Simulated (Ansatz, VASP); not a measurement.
## One calculation of SrO, two programs

File INCAR:

```
SYSTEM = SrO
PREC = Accurate
ENCUT = 520
EDIFF = 1E-6
ISMEAR = 0
SIGMA = 0.05
LREAL = .FALSE.
LASPH = .TRUE.
NELM = 60
ALGO = Normal
ISIF = 2
LWAVE = .FALSE.
LCHARG = .FALSE.
GGA = PE
NBANDS = 15
```

The input KPOINTS:

```
Automatic mesh
0
G
  4 4 4
  0 0 0
```

The input POSCAR:

```
SrO
1.0
    0.0000000000      2.5697984671      2.5697984671
    2.5697984671      0.0000000000      2.5697984671
    2.5697984671      2.5697984671      0.0000000000
Sr O
1 1
Direct
    0.5000000000      0.5000000000      0.5000000000
    0.0000000000      0.0000000000      0.0000000000
```

Input for Ansatz:

```yaml
crystal:
  lattice:
    - [0.0, 2.5697984671, 2.5697984671]
    - [2.5697984671, 0.0, 2.5697984671]
    - [2.5697984671, 2.5697984671, 0.0]
  atoms:
    - { symbol: Sr, position: [0.5, 0.5, 0.5] }
    - { symbol: O, position: [0.0, 0.0, 0.0] }
basis:
  ecutwfc: 420
  ecutrho_ratio: 4
kpoints:
  mp_grid: { grid: [4, 4, 4] }
hamiltonian:
  xc: pbe
scf:
  occupations: { method: gaussian, width: 0.05 }
output:
  forces: true
  stress: true
  eigenvalues: true
  populations: true
  write_density: true
  write_potential: true
  elf: true
  volumetric_format: npy
```

Alike in both runs: task single point; functional PBE; k mesh 4 × 4 × 4; occupations gaussian, width 0.05 eV; no spin polarisation.

```csv
,VASP,Ansatz
version,VASP 6.6.1,Ansatz 0.2.0
potentials or method,"VASP PAW PBE potentials, release 64 (Sr_sv, O), cutoff 520 eV","scalar-relativistic, plane waves, PAW"
valence electrons in the cell,16,16
```

Ansatz gave:

```
gap on the k mesh at the Fermi level (eV) : 3.31
least direct gap on the mesh (eV)         : 3.38
pressure (GPa)                            : 2.9
```

Task: What did VASP give for the same quantities?

Result: gap on the k mesh at the Fermi level (eV): 3.26; least direct gap on the mesh (eV): 3.35; pressure (GPa): 3.5.

The k mesh is coarse, so the values compare programs but aren't converged.
